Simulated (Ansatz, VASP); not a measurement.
# Two plane-wave programs on KTaO3

The input INCAR:

```
SYSTEM = KTaO3
  PREC = Accurate
  ENCUT = 600
  EDIFF = 1E-6
  ISMEAR = 0
  SIGMA = 0.02
  LREAL = .False.
  LASPH = .True.
  NELM = 120
  ALGO = Normal
  ISIF = 2
  LWAVE = .False.
  LCHARG = .False.
  GGA = PS
  NBANDS = 27
  GGA_COMPAT = .False.
```

The input KPOINTS:

```
Automatic mesh
0
Gamma
  8 8 8
  0 0 0
```

File POSCAR:

```
KTaO3
1.0
    4.0575754182      0.0000000000      0.0000000000
    0.0000000000      4.0575754182      0.0000000000
    0.0000000000      0.0000000000      3.9615793016
K Ta O
1 1 3
Direct
    0.0000000000      0.0000000000      0.0000000000
    0.5000000000      0.5000000000      0.5000000000
    0.5000000000      0.5000000000      0.0000000000
    0.5000000000      0.0000000000      0.5000000000
    0.0000000000      0.5000000000      0.5000000000
```

Input for Ansatz:

```yaml
crystal:
  lattice:
    - [4.0575754182, 0.0, 0.0]
    - [0.0, 4.0575754182, 0.0]
    - [0.0, 0.0, 3.9615793016]
  atoms:
    - { symbol: K, position: [0.0, 0.0, 0.0] }
    - { symbol: Ta, position: [0.5, 0.5, 0.5] }
    - { symbol: O, position: [0.5, 0.5, 0.0] }
    - { symbol: O, position: [0.5, 0.0, 0.5] }
    - { symbol: O, position: [0.0, 0.5, 0.5] }
basis:
  ecutwfc: 420
kpoints:
  mp_grid: { grid: [8, 8, 8] }
  band_path:
    path:
      - [[0.0, 0.0, 0.0], [0.0, 0.5, 0.0], [0.5, 0.5, 0.0], [0.0, 0.0, 0.0], [0.0, 0.0, 0.5], [0.0, 0.5, 0.5], [0.5, 0.5, 0.5], [0.0, 0.0, 0.5]]
      - [[0.0, 0.5, 0.0], [0.0, 0.5, 0.5]]
      - [[0.5, 0.5, 0.0], [0.5, 0.5, 0.5]]
    npoints: 10
hamiltonian:
  xc: pbesol
  pseudopotentials: { kind: paw }
scf:
  occupations: { method: gaussian, width: 0.02 }
  n_extra_bands: 8
output:
  forces: true
  stress: true
  eigenvalues: true
```

Alike in both runs: task single point; functional PBEsol; k mesh 8 × 8 × 8; occupations gaussian, width 0.02 eV; no spin polarisation.

```csv
,VASP,Ansatz
version,VASP 6.6.1,Ansatz 0.2.0
potentials or method,"VASP PAW PBE potentials, release 64 (K_sv, Ta_pv, O), cutoff 600 eV","scalar-relativistic, plane waves, PAW"
valence electrons in the cell,38,40
```

|  | VASP | Ansatz | Ansatz less VASP |
| --- | --- | --- | --- |
| gap on the k mesh at the Fermi level (eV) | 1.98 | 2.03 | +0.043 |
| least direct gap on the mesh (eV) | 2.62 | 2.65 | +0.037 |
| pressure (GPa) | -5.0 | -5.5 | -0.50 |
| traceless stress, the component that is largest in VASP (GPa) | 5.59 | 5.49 | -0.099 |

VASP's potentials were made for PBE, not for PBEsol. VASP's potentials hold 38 valence electrons a cell and Ansatz's 40, so a difference there can come from the potentials and not from the codes.

Spin-orbit coupling is off throughout.
